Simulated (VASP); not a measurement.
Ga4As3P, 8 atoms in the cell. The structure is cubic, space group P-43m (No. 215). The conventional cell has a = 5.682 Å, b = 5.682 Å, c = 5.682 Å, α = 90.00°, β = 90.00°, γ = 90.00°. Within 3.2 Å of Ga (site symmetry 3m) lie 1 P at 2.42 Å and 3 As at 2.47 Å. Within 3.2 Å of P (site symmetry -43m) lie 4 Ga at 2.42 Å. As (site symmetry -42m) has 4 Ga at 2.47 Å within 3.3 Å. The cell was generated, and may not be a known phase.

| Quantity | Value |
| --- | --- |
| Program | VASP 6.6.1 |
| Task | single point |
| Functional | PBE |
| Potentials or basis | VASP PAW PBE potentials, release 64 (Ga_d, P, As) |
| Cutoff | 520 eV |
| k mesh | 3 × 3 × 3 |
| Occupations | gaussian, width 0.2 eV |
| Spin | no spin polarisation |
| Dipole correction | no |
| Further INCAR settings | ALGO = Normal; EDIFF = 1e-07; NBANDS = 46 |

Potentials or basis: VASP PAW PBE potentials, release 64 (Ga_d, P, As).

Run with:

```bash
$ cat potpaw_PBE.64/Ga_d/POTCAR potpaw_PBE.64/P/POTCAR potpaw_PBE.64/As/POTCAR > POTCAR
$ mpirun -np 1 vasp_std > vasp.out
```

Hardware: 1 thread of Intel Xeon 8259CL (shared host).

Estimate the wall time of this run.

Wall time 97 s on 1 thread of Intel Xeon 8259CL (shared host), peak memory 0.23 GiB. Counts: scf iterations 15, k points 4.
